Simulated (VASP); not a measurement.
Wanted: the native input for a VASP 6.6.1 run.

* Task: single point
* Functional: PBEsol
* Potentials or basis: VASP PAW PBE potentials, release 64 (Al, N)
* Cutoff: 520 eV
* k mesh: 9 × 9 × 6
* Occupations: gaussian, width 0.05 eV
* Spin: no spin polarisation
* Dipole correction: no
* Further INCAR settings: ALGO = Normal; EDIFF = 1e-06; NBANDS = 16

The structure of AlN lies in POSCAR:

```
AlN
1.0
    3.3609000000      0.0000000000      0.0000000000
   -1.6804500000      2.9106247796      0.0000000000
    0.0000000000      0.0000000000      4.2642000000
Al N
2 2
Direct
    0.3333333333      0.6666666667      0.7500000000
    0.6666666667      0.3333333333      0.2500000000
    0.3333333333      0.6666666667      0.2500000000
    0.6666666667      0.3333333333      0.7500000000
```

One way to write it, as run:

INCAR

```
ALGO = Normal
EDIFF = 1E-6
ENCUT = 520
GGA = PS
ISIF = 2
ISMEAR = 0
LASPH = T
LCHARG = F
LREAL = F
LWAVE = F
NBANDS = 16
NELM = 60
PREC = Accurate
SIGMA = 0.05
```

KPOINTS

```
k-points
0
Gamma
  9 9 6
```

Potentials or basis: VASP PAW PBE potentials, release 64 (Al, N).

Launch:

```bash
$ cat potpaw_PBE.64/Al/POTCAR potpaw_PBE.64/N/POTCAR > POTCAR
$ mpirun -np 1 vasp_std > vasp.out
```

Results of the run:

The pressure is -12.1 GPa and the band gap on the k mesh is 2.83 eV, direct.

Caveat: the PAW data sets were made with another functional, which shifts forces and pressure a little.

Run time: 24 s on 1 thread of Intel Xeon 6975P-C, with other jobs on the host, peak memory 0.17 GiB.
